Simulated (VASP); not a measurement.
# BN (F-43m) in VASP: single point with HSE06

Aim: the single point of BN with HSE06.

Everything below comes from runs of VASP 6.6.1. Logs are shortened: lines on timing, memory, paths and dates and some standing lists are left out, and cuts for length are marked.

### Step 1. The cell of the first run

The structure is cubic, space group F-43m (No. 216). The conventional cell has a = 3.615 Å, b = 3.615 Å, c = 3.615 Å, α = 90.00°, β = 90.00°, γ = 90.00°. B (site symmetry -43m) has 4 N at 1.57 Å within 2.1 Å. N (site symmetry -43m) has 4 B at 1.57 Å within 2.1 Å.

### Step 2. Single point, HSE06

File POSCAR:

```
BN
1.0
    0.0000000000      1.8075000000      1.8075000000
    1.8075000000      0.0000000000      1.8075000000
    1.8075000000      1.8075000000      0.0000000000
B N
1 1
Direct
    0.0000000000      0.0000000000      0.0000000000
    0.2500000000      0.2500000000      0.2500000000
```

File INCAR.step1:

```
ALGO = Normal
EDIFF = 1E-5
ENCUT = 520
GGA = PE
GGA_COMPAT = F
ISIF = 2
ISMEAR = 0
LASPH = T
LREAL = F
LWAVE = T
NBANDS = 11
NELM = 120
PREC = Accurate
SIGMA = 0.01
```

File INCAR.step2:

```
ALGO = Normal
EDIFF = 1E-6
ENCUT = 520
GGA = PE
GGA_COMPAT = F
HFSCREEN = 0.2079
ISIF = 2
ISMEAR = 0
ISTART = 1
LASPH = T
LCHARG = T
LELF = T
LHFCALC = T
LREAL = F
LVHAR = T
LWAVE = F
NBANDS = 11
NELM = 120
PREC = Accurate
PRECFOCK = Normal
SIGMA = 0.01
```

File KPOINTS:

```
k-points
0
Gamma
  6 6 6
```

Potentials or basis: VASP PAW PBE potentials, release 64 (B, N).

The run is started by

```sh
$ cat potpaw_PBE.64/B/POTCAR potpaw_PBE.64/N/POTCAR > POTCAR
$ cp INCAR.step1 INCAR
$ mpirun -np 1 vasp_std > vasp.out
$ cp INCAR.step2 INCAR
$ mpirun -np 1 vasp_std > vasp.out
```

OUTCAR:

```text
EDIFF = 1E-6
   ENCUT = 520
   GGA = PE
   HFSCREEN = 0.2079
   ISIF = 2
   ISMEAR = 0
   ISTART = 1
   LASPH = T
   LHFCALC = T
   LREAL = F
   NELM = 120
   PREC = Accurate
   PRECFOCK = Normal

 ion  position               nearest neighbor table
   1  0.000  0.000  0.000-   2 1.57   2 1.57   2 1.57   2 1.57
   2  0.250  0.250  0.250-   1 1.57   1 1.57   1 1.57   1 1.57

  LATTYP: Found a face centered cubic cell.
 ALAT       =     3.6150000000

  Lattice vectors:

 A1 = (   0.0000000000,   1.8075000000,   1.8075000000)
 A2 = (   1.8075000000,   0.0000000000,   1.8075000000)
 A3 = (   1.8075000000,   1.8075000000,   0.0000000000)

Analysis of symmetry for initial positions (statically):
=====================================================================
 Subroutine PRICEL returns:
 Original cell was already a primitive cell.

 Routine SETGRP: Setting up the symmetry group for a
 face centered cubic supercell.

 Subroutine GETGRP returns: Found 24 space group operations
 (whereof 24 operations were pure point group operations)
 out of a pool of 48 trial point group operations.

The static configuration has the point symmetry T_d .

Analysis of symmetry for dynamics (positions and initial velocities):
=====================================================================
 Subroutine PRICEL returns:
 Original cell was already a primitive cell.

 Routine SETGRP: Setting up the symmetry group for a
 face centered cubic supercell.

 Subroutine GETGRP returns: Found 24 space group operations
 (whereof 24 operations were pure point group operations)
 out of a pool of 48 trial point group operations.

The dynamic configuration has the point symmetry T_d .

 Subroutine INISYM returns: Found 24 space group operations
 (whereof 24 operations are pure point group operations),
 and found     1 'primitive' translations

----------------------------------------------------------------------------------------

                                     Primitive cell

  volume of cell :      11.8104

  direct lattice vectors                    reciprocal lattice vectors
     0.000000000  1.807500000  1.807500000    -0.276625173  0.276625173  0.276625173
     1.807500000  0.000000000  1.807500000     0.276625173 -0.276625173  0.276625173
     1.807500000  1.807500000  0.000000000     0.276625173  0.276625173 -0.276625173

  length of vectors
     2.556191014  2.556191014  2.556191014     0.479128854  0.479128854  0.479128854

  position of ions in fractional coordinates (direct lattice)
     0.000000000  0.000000000  0.000000000
     0.250000000  0.250000000  0.250000000

  ion indices of the primitive-cell ions
   primitive index   ion index
                 1           1
                 2           2

----------------------------------------------------------------------------------------

 KPOINTS: k-points

Automatic generation of k-mesh.
 Grid dimensions read from file:
 generate k-points for:    6    6    6

 Generating k-lattice:

  Cartesian coordinates                     Fractional coordinates (reciprocal lattice)
    -0.046104195  0.046104195  0.046104195     0.166666667  0.000000000  0.000000000
     0.046104195 -0.046104195  0.046104195     0.000000000  0.166666667  0.000000000
     0.046104195  0.046104195 -0.046104195     0.000000000  0.000000000  0.166666667

  Length of vectors
     0.079854809  0.079854809  0.079854809

  Shift w.r.t. Gamma in fractional coordinates (k-lattice)
     0.000000000  0.000000000  0.000000000

 Subroutine IBZKPT returns following result:
 ===========================================

 Found     16 irreducible k-points:

 Following reciprocal coordinates:
            Coordinates               Weight
  0.000000  0.000000  0.000000      1.000000
  0.166667  0.000000  0.000000      8.000000
  0.333333  0.000000  0.000000      8.000000
  0.500000  0.000000  0.000000      4.000000
  0.166667  0.166667  0.000000      6.000000
  0.333333  0.166667  0.000000     24.000000
[... 8 lines left out ...]
 -0.333333  0.333333  0.166667     24.000000
 -0.333333  0.500000  0.166667     12.000000
   k-points           NKPTS =     16   k-points in BZ     NKDIM =    216   number of bands    NBANDS=     11
   number of dos      NEDOS =    301   number of ions     NIONS =      2
   total plane-waves  NPLWV =   8000
   dimension x,y,z NGX =    20 NGY =   20 NGZ =   20
   dimension x,y,z NGXF=    40 NGYF=   40 NGZF=   40
   ions per type =               1   1
   NGX,Y,Z   is equivalent  to a cutoff of  13.01, 13.01, 13.01 a.u.
   NGXF,Y,Z  is equivalent  to a cutoff of  26.01, 26.01, 26.01 a.u.
 SYSTEM =  unknown system
   PREC   = accura    normal or accurate (medium, high low for compatibility)
   ISTART =      1    job   : 0-new  1-cont  2-samecut
   ICHARG =      0    charge: 1-file 2-atom 10-const
   ISPIN  =      1    spin polarized calculation?
   LNONCOLLINEAR =      F non collinear calculations
   LSORBIT =      F    spin-orbit coupling
   LASPH  =      T    aspherical Exc in radial PAW
   ENCUT  =  520.0 eV  38.22 Ry    6.18 a.u.   4.75  4.75  4.75*2*pi/ulx,y,z
   NELM   =    120;   NELMIN=  2; NELMDL=  0     # of ELM steps
   EDIFF  = 0.1E-05   stopping-criterion for ELM
   LREAL  =      F    real-space projection
   EDIFFG = 0.1E-04   stopping-criterion for IOM
   NSW    =      0    number of steps for IOM
   IBRION =     -1    ionic relax: 0-MD 1-quasi-New 2-CG
   NFREE  =      0    steps in history (QN), initial steepest desc. (CG)
   ISIF   =      2    stress and relaxation
   ISYM   =      3    0-nonsym 1-usesym 2-fastsym
   POTIM  = 0.5000    time-step for ionic-motion
   TEBEG  =    0.0;   TEEND  =   0.0 temperature during run
   PSTRESS=    0.0 pullay stress
   NELECT =       8.0000    total number of electrons
   NUPDOWN=      -1.0000    fix difference up-down
   EMIN   =  10.00;   EMAX   =-10.00  energy-range for DOS
   EFERMI =   0.00;   METHOD = LEGACY
   ISMEAR =     0;   SIGMA  =   0.01  broadening in eV -4-tet -1-fermi 0-gaus
   EFERMI_NEDOS =   21; number of points for ismear=-14 and -15
   IALGO  =     38    algorithm
   IMIX   =      1    mixing-type and parameters
     AMIX     =   0.40;   BMIX     =  1.00
     AMIX_MAG =   1.60;   BMIX_MAG =  1.00
  volume/ion in A,a.u.               =       5.91        39.85
  Fermi-wavevector in a.u.,A,eV,Ry     =   1.437749  2.716952 28.124920  2.067123
  Thomas-Fermi vector in A             =   2.556793
   LORBIT       =      0    0 simple, 1 ext, 2 COOP (PROOUT), +10 PAW based schemes
   GGA     = PE    functional components
   LHFCALC =     T    Hartree Fock is set to
   PRECFOCK=normal    Normal, Fast or Accurate (Low or Medium for compatibility)
   ENCUT4O =  -1.0   cutoff for four orbital integrals eV
   NKREDX  =     1    reduce k-point grid by
   NKREDY  =     1    reduce k-point grid by
   NKREDZ  =     1    reduce k-point grid by
   AEXX    =    0.2500 exact exchange contribution
   HFSCREEN=    0.2079 screening length (either q_TF or 0.3 A-1)
   HFSCREENC=   0.2079 screening length for correlation (either q_TF or 0.3 A-1)
   ENCUTFOCK=  -1.0 apply spherical cutoff to Coloumb kernel
   IVDW    =     0    specifies the selected vdW correction
   LEPSILON=     F    determine dielectric tensor
   LRPA    =     F    only Hartree local field effects (RPA)
 non-spin polarized calculation
 Gauss-broadening in eV      SIGMA  =   0.01
  energy-cutoff  :      520.00
  volume of cell :       11.81
 maximum number of plane-waves:       332
  NGX = 16; NGY = 16; NGZ = 16

 number of electron       7.9999999 magnetization

 Free energy of the ion-electron system (eV)
  ---------------------------------------------------
  ext. energy  EPLUGINS =         0.00000000
  ---------------------------------------------------
  free energy    TOTEN  =       -20.32265067 eV

  energy without entropy =      -20.32265067  energy(sigma->0) =      -20.32265067

 E-fermi :   6.6534     XC(G=0): -10.4881

 val. band max:        6.5455306125   @ k =   0.0000   0.0000   0.0000
 cond. band min:      12.3205577316   @ k =   0.5000   0.5000   0.0000
 fundamental gap:      5.7750271191
 Fermi energy:         6.6533660514

 k-point     1 :       0.0000    0.0000    0.0000
  band No.  band energies     occupation
      1     -15.5586      2.00000
      2       6.5455      2.00000
      3       6.5455      2.00000
      4       6.5455      2.00000
      5      17.0978      0.00000
      6      17.0978      0.00000
      7      17.0978      0.00000
      8      18.6761      0.00000
      9      33.2750      0.00000
     10      36.3011      0.00000
     11      36.3011      0.00000

 k-point     2 :       0.1667    0.0000    0.0000
  band No.  band energies     occupation
      1     -14.8368      2.00000
      2       3.2852      2.00000
      3       5.8824      2.00000
      4       5.8824      2.00000
      5      17.5946      0.00000
      6      18.0769      0.00000
      7      18.0769      0.00000
      8      20.7537      0.00000
      9      32.3899      0.00000
     10      32.3899      0.00000
     11      32.4484      0.00000

 k-point     3 :       0.3333    0.0000    0.0000
  band No.  band energies     occupation
      1     -12.8319      2.00000
      2      -2.0237      2.00000
      3       4.8589      2.00000
      4       4.8589      2.00000
      5      18.1544      0.00000
      6      19.0328      0.00000
      7      19.0328      0.00000
      8      23.2065      0.00000
      9      31.7398      0.00000
     10      32.9056      0.00000
     11      32.9056      0.00000
[... 155 lines left out ...]
 k-point    15 :      -0.3333    0.3333    0.1667
  band No.  band energies     occupation
      1      -9.8072      2.00000
      2      -3.1910      2.00000
      3      -0.0574      2.00000
      4       1.7025      2.00000
      5      17.6564      0.00000
      6      20.2082      0.00000
      7      23.7337      0.00000
      8      25.2271      0.00000
      9      26.6046      0.00000
     10      34.6553      0.00000
     11      36.8483      0.00000

 k-point    16 :      -0.3333    0.5000    0.1667
  band No.  band energies     occupation
      1      -9.3154      2.00000
      2      -2.4261      2.00000
      3      -0.1745      2.00000
      4      -0.0600      2.00000
      5      15.8357      0.00000
      6      20.2833      0.00000
      7      23.8394      0.00000
      8      25.6430      0.00000
      9      28.5277      0.00000
     10      34.8367      0.00000
     11      38.8968      0.00000

------------------------ aborting loop because EDIFF is reached ----------------------------------------

  FORCE on cell =-STRESS in cart. coord.  units (eV):
  Direction    XX          YY          ZZ          XY          YZ          ZX
  --------------------------------------------------------------------------------------
  -------------------------------------------------------------------------------------
  Total       -0.4143828     -0.4143828     -0.4143828     -0.0000000      0.0000000     -0.0000000
  in kB      -56.2143709    -56.2143709    -56.2143709     -0.0000000      0.0000000     -0.0000000
  external PRESSURE =     -56.2143709 kB  Pullay stress =       0.0000000 kB

 VOLUME and BASIS-vectors are now :
 -----------------------------------------------------------------------------
  energy-cutoff  :      520.00
  volume of cell :       11.81
      direct lattice vectors                 reciprocal lattice vectors
     0.000000000  1.807500000  1.807500000    -0.276625173  0.276625173  0.276625173
     1.807500000  0.000000000  1.807500000     0.276625173 -0.276625173  0.276625173
     1.807500000  1.807500000  0.000000000     0.276625173  0.276625173 -0.276625173

 POSITION                                       TOTAL-FORCE (eV/Angst)
 -----------------------------------------------------------------------------------
      0.00000      0.00000      0.00000        -0.000000     -0.000000      0.000000
      0.90375      0.90375      0.90375         0.000000      0.000000     -0.000000
 -----------------------------------------------------------------------------------
    total drift:                                0.000001      0.000000      0.000001

  FREE ENERGIE OF THE ION-ELECTRON SYSTEM (eV)
  ---------------------------------------------------
  free  energy   TOTEN  =       -20.3226506726 eV

  energy  without entropy=      -20.3226506726  energy(sigma->0) =      -20.32265067
```

It took 4.3 min on 1 thread of Intel Xeon 8259CL, shared host; peak memory 0.22 GiB.

What came out:

```
Free energy            : -20.3227 eV
Pressure               : -5.6 GPa
Band gap on the k mesh : 5.78 eV (least direct gap 10.55 eV)
```

Caveat: the k points lie up to 0.50 Å⁻¹ apart; the PAW data sets were made with another functional, which shifts forces and pressure a little. A k mesh can miss the band edges.
